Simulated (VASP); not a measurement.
# C (P6_3/mmc) in VASP: notebook

The runs below take C through single point, relaxation of cell and atoms, with r2SCAN+rVV10, pbesol exchange, pbe correlation.

Everything below comes from runs of VASP 6.6.1. Logs are shortened: lines on timing, memory, paths and dates and some standing lists are left out, and cuts for length are marked.

### 1 The cell of the first run

Symmetry: P6_3/mmc, No. 194, hexagonal system. Conventional cell: a = 2.572 Å, b = 2.572 Å, c = 8.399 Å, α = 90.00°, β = 90.00°, γ = 120.00°. Within 2.1 Å of C (site symmetry 3m) lie 4 C at 1.57 Å. C (site symmetry 3m) has 4 C at 1.57 Å within 2.1 Å.

### 2 Single point, r2SCAN+rVV10

POSCAR reads:

```
C
1.0
    2.5715654994      0.0000000000      0.0000000000
   -1.2857827497      2.2270410500      0.0000000000
    0.0000000000      0.0000000000      8.3986527796
C
8
Direct
    0.6666666667      0.3333333333      0.8437500000
    0.3333333333      0.6666666667      0.3437500000
    0.6666666667      0.3333333333      0.6562500000
    0.3333333333      0.6666666667      0.1562500000
    0.0000000000      0.0000000000      0.9062500000
    0.0000000000      0.0000000000      0.4062500000
    0.0000000000      0.0000000000      0.5937500000
    0.0000000000      0.0000000000      0.0937500000
```

INCAR.step1 reads:

```
SYSTEM = C
ALGO     = Normal         ! electronic algorithm
EDIFF    = 1E-4           ! SCF threshold, eV
ENCUT    = 520            ! plane-wave cutoff, eV
GGA      = PE             ! functional
ISMEAR   = -1             ! smearing method
LASPH    = .TRUE.         ! aspherical terms in the spheres
LCHARG   = .FALSE.        ! write CHGCAR
LREAL    = .FALSE.        ! projectors in reciprocal space
LWAVE    = .TRUE.         ! write WAVECAR
NBANDS   = 26             ! bands
NELM     = 80             ! most SCF steps
PREC     = Accurate       ! precision mode
SIGMA    = 0.05           ! smearing width, eV
```

INCAR.step2 reads:

```
SYSTEM = C
ALGO     = Normal         ! electronic algorithm
BPARAM   = 11.95        
CPARAM   = 0.0093       
EDIFF    = 1E-6           ! SCF threshold, eV
ENCUT    = 520            ! plane-wave cutoff, eV
ISIF     = 2              ! what is computed and relaxed
ISMEAR   = -1             ! smearing method
ISTART   = 1            
IVDW_NL  = 2            
LASPH    = .TRUE.         ! aspherical terms in the spheres
LCHARG   = .FALSE.        ! write CHGCAR
LMIXTAU  = .TRUE.       
LREAL    = .FALSE.        ! projectors in reciprocal space
LUSE_VDW = .TRUE.       
LWAVE    = .FALSE.        ! write WAVECAR
METAGGA  = R2SCAN         ! meta-GGA
NBANDS   = 26             ! bands
NELM     = 80             ! most SCF steps
PREC     = Accurate       ! precision mode
SIGMA    = 0.05           ! smearing width, eV
```

KPOINTS reads:

```
k-points
0
G
  12 12 4
  0 0 0
```

Potentials or basis: VASP PAW PBE potentials, release 64 (C).

Launch:

```bash
$ cat potpaw_PBE.64/C/POTCAR > POTCAR
$ cp INCAR.step1 INCAR
$ mpirun -np 1 vasp_std > vasp.out
$ cp INCAR.step2 INCAR
$ mpirun -np 1 vasp_std > vasp.out
```

OUTCAR:

```text
SYSTEM = C
   BPARAM = 11.95
   EDIFF = 1E-6
   ENCUT = 520
   ISIF = 2
   ISMEAR = -1
   ISTART = 1
   IVDW_NL = 2
   LASPH = .TRUE.
   LREAL = .FALSE.
   METAGGA = R2SCAN
   NELM = 80
   PREC = Accurate

 ion  position               nearest neighbor table
   1  0.667  0.333  0.844-   3 1.57   5 1.57   5 1.57   5 1.57
   2  0.333  0.667  0.344-   4 1.57   6 1.57   6 1.57   6 1.57
   3  0.667  0.333  0.656-   1 1.57   7 1.57   7 1.57   7 1.57
   4  0.333  0.667  0.156-   2 1.57   8 1.57   8 1.57   8 1.57
   5  0.000  0.000  0.906-   8 1.57   1 1.57   1 1.57   1 1.57
   6  0.000  0.000  0.406-   7 1.57   2 1.57   2 1.57   2 1.57
   7  0.000  0.000  0.594-   6 1.57   3 1.57   3 1.57   3 1.57
   8  0.000  0.000  0.094-   5 1.57   4 1.57   4 1.57   4 1.57

  LATTYP: Found a hexagonal cell.
 ALAT       =     2.5715654994
 C/A-ratio  =     3.2659688355

  Lattice vectors:

 A1 = (   2.5715654994,   0.0000000000,   0.0000000000)
 A2 = (  -1.2857827497,   2.2270410500,   0.0000000000)
 A3 = (   0.0000000000,   0.0000000000,   8.3986527796)

Analysis of symmetry for initial positions (statically):
=====================================================================
 Subroutine PRICEL returns:
 Original cell was already a primitive cell.

 Routine SETGRP: Setting up the symmetry group for a
 hexagonal supercell.

 Subroutine GETGRP returns: Found 24 space group operations
 (whereof 12 operations were pure point group operations)
 out of a pool of 24 trial point group operations.

The static configuration has the point symmetry D_3d.
 The point group associated with its full space group is D_6h.

Analysis of symmetry for dynamics (positions and initial velocities):
=====================================================================
 Subroutine PRICEL returns:
 Original cell was already a primitive cell.

 Routine SETGRP: Setting up the symmetry group for a
 hexagonal supercell.

 Subroutine GETGRP returns: Found 24 space group operations
 (whereof 12 operations were pure point group operations)
 out of a pool of 24 trial point group operations.

The dynamic configuration has the point symmetry D_3d.
 The point group associated with its full space group is D_6h.

[... 111 lines left out ...]
   LREAL  =      F    real-space projection
   EDIFFG = 0.1E-04   stopping-criterion for IOM
   NSW    =      0    number of steps for IOM
   IBRION =     -1    ionic relax: 0-MD 1-quasi-New 2-CG
   NFREE  =      0    steps in history (QN), initial steepest desc. (CG)
   ISIF   =      2    stress and relaxation
   ISYM   =      2    0-nonsym 1-usesym 2-fastsym
   POTIM  = 0.5000    time-step for ionic-motion
   TEBEG  =    0.0;   TEEND  =   0.0 temperature during run
   PSTRESS=    0.0 pullay stress
   NELECT =      32.0000    total number of electrons
   NUPDOWN=      -1.0000    fix difference up-down
   EMIN   =  10.00;   EMAX   =-10.00  energy-range for DOS
   EFERMI =   0.00;   METHOD = LEGACY
   ISMEAR =    -1;   SIGMA  =   0.05  broadening in eV -4-tet -1-fermi 0-gaus
   EFERMI_NEDOS =   21; number of points for ismear=-14 and -15
   IALGO  =     38    algorithm
   IMIX   =      4    mixing-type and parameters
     AMIX     =   0.40;   BMIX     =  1.00
     AMIX_MAG =   1.60;   BMIX_MAG =  1.00
  volume/ion in A,a.u.               =       6.01        40.57
  Fermi-wavevector in a.u.,A,eV,Ry     =   1.429156  2.700713 27.789726  2.042487
  Thomas-Fermi vector in A             =   2.549140
   LORBIT       =      0    0 simple, 1 ext, 2 COOP (PROOUT), +10 PAW based schemes
   METAGGA = R2SCAN    functional components
   LHFCALC =     F    Hartree Fock is set to
   AEXX    =    0.0000 exact exchange contribution
   IVDW_NL    =     2    kernel type
   BPARAM     =11.9500
   IVDW    =     0    specifies the selected vdW correction
   LEPSILON=     F    determine dielectric tensor
   LRPA    =     F    only Hartree local field effects (RPA)
 non-spin polarized calculation
  energy-cutoff  :      520.00
  volume of cell :       48.10
 maximum number of plane-waves:      1320
 NGX is ok and might be reduce to    20
   NGX =  9   NGY =  9   NGZ = 31

 number of electron      31.9999997 magnetization

 Free energy of the ion-electron system (eV)
  ---------------------------------------------------
  ext. energy  EPLUGINS =         0.00000000
  ---------------------------------------------------
  free energy    TOTEN  =       -77.98601923 eV

  energy without entropy =      -77.98601923  energy(sigma->0) =      -77.98601923

 E-fermi :   9.9801     XC(G=0): -13.9714

 val. band max:        9.0271244514   @ k =   0.0000   0.0000   0.0000
 cond. band min:      13.4606627487   @ k =   0.4167   0.0000   0.0000
 fundamental gap:      4.4335382973
 Fermi energy:         9.9800982408

 k-point     1 :       0.0000    0.0000    0.0000
  band No.  band energies     occupation
      1     -13.0420      2.00000
      2     -11.3416      2.00000
      3     -11.2930      2.00000
      4      -7.3816      2.00000
      5      -4.5440      2.00000
      6       2.1480      2.00000
[... 685 lines left out ...]
     25      19.6030      0.00000
     26      21.3582      0.00000

 [... further k-points ...]

------------------------ aborting loop because EDIFF is reached ----------------------------------------

  FORCE on cell =-STRESS in cart. coord.  units (eV):
  Direction    XX          YY          ZZ          XY          YZ          ZX
  --------------------------------------------------------------------------------------
  -------------------------------------------------------------------------------------
  Total       -8.7368113     -8.7368113     -5.3210686      0.0000000      0.0000000      0.0000000
  in kB     -291.0235264   -291.0235264   -177.2450024      0.0000000      0.0000000      0.0000000
  external PRESSURE =    -253.0973517 kB  Pullay stress =       0.0000000 kB

 VOLUME and BASIS-vectors are now :
 -----------------------------------------------------------------------------
  energy-cutoff  :      520.00
  volume of cell :       48.10
      direct lattice vectors                 reciprocal lattice vectors
     2.571565499  0.000000000  0.000000000     0.388868182  0.224513149  0.000000000
    -1.285782750  2.227041050  0.000000000     0.000000000  0.449026299  0.000000000
     0.000000000  0.000000000  8.398652780     0.000000000  0.000000000  0.119066715

 POSITION                                       TOTAL-FORCE (eV/Angst)
 -----------------------------------------------------------------------------------
      1.28578      0.74235      7.08636        -0.000000     -0.000000      0.302887
     -0.00000      1.48469      2.88704        -0.000000      0.000000      0.302887
      1.28578      0.74235      5.51162         0.000000     -0.000000     -0.302887
     -0.00000      1.48469      1.31229         0.000000      0.000000     -0.302887
      0.00000      0.00000      7.61128         0.000000     -0.000000      0.325374
      0.00000      0.00000      3.41195         0.000000      0.000000      0.325374
      0.00000      0.00000      4.98670         0.000000     -0.000000     -0.325374
      0.00000      0.00000      0.78737        -0.000000      0.000000     -0.325374
 -----------------------------------------------------------------------------------
    total drift:                               -0.000000      0.000000      0.000000

  FREE ENERGIE OF THE ION-ELECTRON SYSTEM (eV)
  ---------------------------------------------------
  free  energy   TOTEN  =       -77.9860192283 eV

  energy  without entropy=      -77.9860192283  energy(sigma->0) =      -77.98601923
```

OUTCAR.step1:

```text
SYSTEM = C
   EDIFF = 1E-4
   ENCUT = 520
   GGA = PE
   ISMEAR = -1
   LASPH = .TRUE.
[... 943 lines left out ...]
      0.00000      0.00000      3.41195        -0.000000      0.000000      0.293091
      0.00000      0.00000      4.98670         0.000000      0.000000     -0.293091
      0.00000      0.00000      0.78737        -0.000000     -0.000000     -0.293091
 -----------------------------------------------------------------------------------
    total drift:                               -0.000000      0.000000      0.000000

  FREE ENERGIE OF THE ION-ELECTRON SYSTEM (eV)
  ---------------------------------------------------
  free  energy   TOTEN  =       -72.4942153773 eV

  energy  without entropy=      -72.4942153773  energy(sigma->0) =      -72.49421538
```

OSZICAR.step1:

```text
N       E                     dE             d eps       ncg     rms          rms(c)
DAV:   1     0.597223628172E+02    0.59722E+02   -0.16409E+04  2964   0.119E+03
DAV:   2    -0.695767759168E+02   -0.12930E+03   -0.12110E+03  3894   0.223E+02
DAV:   3    -0.745748925344E+02   -0.49981E+01   -0.49564E+01  4036   0.387E+01
DAV:   4    -0.746237685703E+02   -0.48876E-01   -0.48801E-01  3810   0.420E+00
DAV:   5    -0.746246906939E+02   -0.92212E-03   -0.92169E-03  3944   0.537E-01    0.103E+01
DAV:   6    -0.730277823759E+02    0.15969E+01   -0.10496E+00  3414   0.537E+00    0.613E+00
DAV:   7    -0.724908270717E+02    0.53696E+00   -0.12992E+00  3534   0.618E+00    0.124E+00
DAV:   8    -0.724939456898E+02   -0.31186E-02   -0.30896E-02  3836   0.929E-01    0.746E-02
DAV:   9    -0.724941390864E+02   -0.19340E-03   -0.46483E-04  3832   0.137E-01    0.325E-02
DAV:  10    -0.724942153773E+02   -0.76291E-04   -0.71910E-05  2730   0.591E-02
   1 F= -.72494215E+02 E0= -.72494215E+02  d E =-.124829E-10
```

Run time: 4.1 min. Hardware: 1 thread of Intel Xeon 8259CL, shared host; peak memory 0.3 GiB.

What came out:

```yaml
Free_energy: -77.9860 eV
Pressure: -25.3 GPa
Largest_force: 0.325 eV/Å
Band_gap_on_the_k_mesh: 4.43 eV (least direct gap 5.27 eV)
```

Forces on the atoms (eV/Å):
```
C    0.000  0.000  0.303
C    0.000  0.000  0.303
C    0.000  0.000 -0.303
C    0.000  0.000 -0.303
C    0.000  0.000  0.325
C    0.000  0.000  0.325
C    0.000  0.000 -0.325
C    0.000  0.000 -0.325
```

Caveat: the cell stands under tension; the PAW data sets were made with another functional, which shifts forces and pressure a little. r2SCAN opens gaps a little over a GGA but as a rule still falls short of measured ones.

### 3 Relaxation of cell and atoms, pbesol exchange, pbe correlation, collinear spin

This run uses another cell than the first one, of 5.67 Å³/atom.

INCAR reads:

```
ALGO = Normal
EDIFF = 1E-7
EDIFFG = -0.02
ENCUT = 600
GGA = LIBXC
GGA_COMPAT = F
IBRION = 2
ISIF = 3
ISMEAR = -1
ISPIN = 2
LASPH = T
LCHARG = F
LIBXC1 = GGA_X_PBE_SOL
LIBXC2 = GGA_C_PBE
LORBIT = 11
LREAL = F
LWAVE = F
MAGMOM = 0.58 0.24 -0.16 0.37 -0.27 -0.46 0.56 -0.33
NELM = 200
NELMIN = 4
NSW = 80
PREC = Accurate
SIGMA = 0.15
```

KPOINTS reads:

```
k-points
0
Gamma
  12 12 4
```

POSCAR: that of step 2 with these lines changed.

```diff
@@ -2,5 +2,5 @@
 1.0
-    2.5715654994      0.0000000000      0.0000000000
-   -1.2857827497      2.2270410500      0.0000000000
-    0.0000000000      0.0000000000      8.3986527796
+    2.5221000000      0.0000000000      0.0000000000
+   -1.2610500000      2.1842026709      0.0000000000
+    0.0000000000      0.0000000000      8.2371000000
 C
```

Potentials or basis: VASP PAW PBE potentials, release 64 (C).

Launch:

```bash
$ cat potpaw_PBE.64/C/POTCAR > POTCAR
$ mpirun -np 1 vasp_std > vasp.out
```

OUTCAR:

```text
EDIFF = 1E-7
   EDIFFG = -0.02
   ENCUT = 600
   GGA = LIBXC
   IBRION = 2
   ISIF = 3
   ISMEAR = -1
   ISPIN = 2
   LASPH = T
   LORBIT = 11
   LREAL = F
   NELM = 200
   NELMIN = 4
   NSW = 80
   PREC = Accurate

 ion  position               nearest neighbor table
   1  0.667  0.333  0.844-   3 1.54   5 1.54   5 1.54   5 1.54
   2  0.333  0.667  0.344-   4 1.54   6 1.54   6 1.54   6 1.54
   3  0.667  0.333  0.656-   1 1.54   7 1.54   7 1.54   7 1.54
   4  0.333  0.667  0.156-   2 1.54   8 1.54   8 1.54   8 1.54
   5  0.000  0.000  0.906-   8 1.54   1 1.54   1 1.54   1 1.54
   6  0.000  0.000  0.406-   7 1.54   2 1.54   2 1.54   2 1.54
   7  0.000  0.000  0.594-   6 1.54   3 1.54   3 1.54   3 1.54
   8  0.000  0.000  0.094-   5 1.54   4 1.54   4 1.54   4 1.54

  LATTYP: Found a hexagonal cell.
 ALAT       =     2.5221000000
 C/A-ratio  =     3.2659688355

[... 454 lines left out ...]
      4      -5.9935      1.00000
      5      -3.7297      1.00000
      6       3.1110      1.00000
[... 565 lines left out ...]
     20      17.1362      0.00000
     21      17.6112      0.00000

 [... further k-points ...]

 spin component 2

 k-point     1 :       0.0000    0.0000    0.0000
  band No.  band energies     occupation
      1     -11.8141      1.00000
      2     -10.1498      1.00000
      3     -10.0427      1.00000
      4      -5.9935      1.00000
      5      -3.7297      1.00000
      6       3.1110      1.00000
[... 602 lines left out ...]
  FREE ENERGIE OF THE ION-ELECTRON SYSTEM (eV)
  ---------------------------------------------------
  free  energy   TOTEN  =       -77.6235896173 eV

  energy  without entropy=      -77.6235895070  energy(sigma->0) =      -77.62358956

 reached required accuracy - stopping structural energy minimisation

 total charge

# of ion       s       p       d       tot
------------------------------------------
    1        0.825   1.745   0.000   2.571
    2        0.825   1.745   0.000   2.571
    3        0.825   1.745   0.000   2.571
    4        0.825   1.745   0.000   2.571
    5        0.826   1.755   0.000   2.581
    6        0.826   1.755   0.000   2.581
    7        0.826   1.755   0.000   2.581
    8        0.826   1.755   0.000   2.581
--------------------------------------------------
tot          6.605  14.003   0.000  20.607

 magnetization (x)

# of ion       s       p       d       tot
------------------------------------------
    1       -0.000  -0.000   0.000  -0.000
    2        0.000   0.000   0.000   0.000
    3       -0.000  -0.000   0.000  -0.000
    4        0.000   0.000   0.000   0.000
    5       -0.000   0.000   0.000   0.000
    6        0.000  -0.000   0.000  -0.000
    7       -0.000   0.000   0.000   0.000
    8       -0.000  -0.000   0.000  -0.000
--------------------------------------------------
tot         -0.000   0.000   0.000   0.000
```

CONTCAR:

```text
C
   1.00000000000000
     2.5030483150960903    0.0000000000000000    0.0000000000000000
    -1.2515241575480451    2.1677034277879721    0.0000000000000000
     0.0000000000000000    0.0000000000000000    8.2569909913732271
  C
     8
Direct
     0.6666666667000030    0.3333333332999970    0.8444426568406497
     0.3333333332999970    0.6666666667000030    0.3444426734784272
     0.6666666667000030    0.3333333332999970    0.6555573445796850
     0.3333333332999970    0.6666666667000030    0.1555573163381369
     0.0000000000000000    0.0000000000000000    0.9070815839665545
     0.0000000000000000    0.0000000000000000    0.4070816313876178
     0.0000000000000000    0.0000000000000000    0.5929184161873288
     0.0000000000000000    0.0000000000000000    0.0929183772216004

  0.00000000E+00  0.00000000E+00  0.00000000E+00
  0.00000000E+00  0.00000000E+00  0.00000000E+00
  0.00000000E+00  0.00000000E+00  0.00000000E+00
  0.00000000E+00  0.00000000E+00  0.00000000E+00
  0.00000000E+00  0.00000000E+00  0.00000000E+00
  0.00000000E+00  0.00000000E+00  0.00000000E+00
  0.00000000E+00  0.00000000E+00  0.00000000E+00
  0.00000000E+00  0.00000000E+00  0.00000000E+00
```

Run time: 5.5 min. Hardware: 1 thread of Intel Xeon 6975P-C (Granite Rapids), shared host; peak memory 0.25 GiB.

Results:

```yaml
Free_energy: -77.6236 eV
Relaxed_volume: 5.60 Å³/atom
Relaxed_cell: a = 2.503 Å, b = 2.503 Å, c = 8.257 Å, α = 90.00°, β = 90.00°, γ = 120.00°
Space_group_after_relaxing_to_0.1_Å: P6_3/mmc (No. 194)
Energy_gained_by_relaxing: 3.7 meV/atom
Ionic_steps: 6
Pressure_after_relaxing: 0.1 GPa
Largest_force_after_relaxing: 0.019 eV/Å
Band_gap_on_the_k_mesh: 4.34 eV (least direct gap 5.22 eV)
Net_moment: 0.00 μB per cell
Valence_electrons_inside_the_program's_atomic_spheres: C 2.57, 2.58 (each value once)
```

Forces in eV/Å, atoms in the order of the input:
```
C    0.000  0.000 -0.002
C    0.000  0.000 -0.002
C    0.000  0.000  0.002
C    0.000  0.000  0.002
C    0.000  0.000 -0.019
C    0.000  0.000 -0.019
C    0.000  0.000  0.019
C    0.000  0.000  0.019
```

Step by step:
```tsv
step	energy change (eV)	largest force (eV/Å)	pressure (GPa)	volume (Å³)
1	0.0000	0.3288	-5.47	45.38
2	0.0223	0.5517	7.70	44.11
3	-0.0292	0.0664	-0.19	44.83
4	-0.0292	0.0741	-0.08	44.82
5	-0.0290	0.0851	0.33	44.78
6	-0.0294	0.0193	0.10	44.80
```

Final structure:
```xyz
8
Lattice="2.5030 0.0000 0.0000 -1.2515 2.1677 0.0000 0.0000 0.0000 8.2570" Properties=species:S:1:pos:R:3 pbc="T T T"
C     1.2515    0.7226    6.9726
C     0.0000    1.4451    2.8441
C     1.2515    0.7226    5.4129
C     0.0000    1.4451    1.2844
C     0.0000    0.0000    7.4898
C     0.0000    0.0000    3.3613
C     0.0000    0.0000    4.8957
C     0.0000    0.0000    0.7672
```

Caveat: the PAW data sets were made with another functional, which shifts forces and pressure a little.
